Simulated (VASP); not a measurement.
In, 1 atom in the cell. Symmetry: Im-3m, No. 229, cubic system. Conventional cell: a = 3.765 Å, b = 3.765 Å, c = 3.765 Å, α = 90.00°, β = 90.00°, γ = 90.00°. Within 4.3 Å of In (site symmetry m-3m) lie 14 In at 3.26 to 3.77 Å. 

- Program: VASP 6.6.1
- Task: single point
- Functional: LDA
- Potentials or basis: VASP PAW LDA potentials, release 64 (In_d)
- Cutoff: 520 eV
- k mesh: 7 × 7 × 7
- Occupations: fermi-dirac, width 0.05 eV
- Spin: non-collinear spin, zero start, spin-orbit coupling
- Starting moments: [[0.0, 0.0, 0.0]] μB
- Dipole correction: no
- Further INCAR settings: ALGO = Fast; EDIFF = 1e-07; NBANDS = 24

Potentials or basis: VASP PAW LDA potentials, release 64 (In_d).

Command:

```console
$ cat potpaw_LDA.64/In_d/POTCAR > POTCAR
$ mpirun -np 1 vasp_ncl > vasp.out
```

Hardware: 1 thread of Intel Xeon 8259CL, on a shared host.

Problem. Estimate the wall time of this run.

Solution. It took 52 s on 1 thread of Intel Xeon 8259CL, on a shared host, peak memory 0.18 GiB. Counts: scf iterations 14, k points 20.
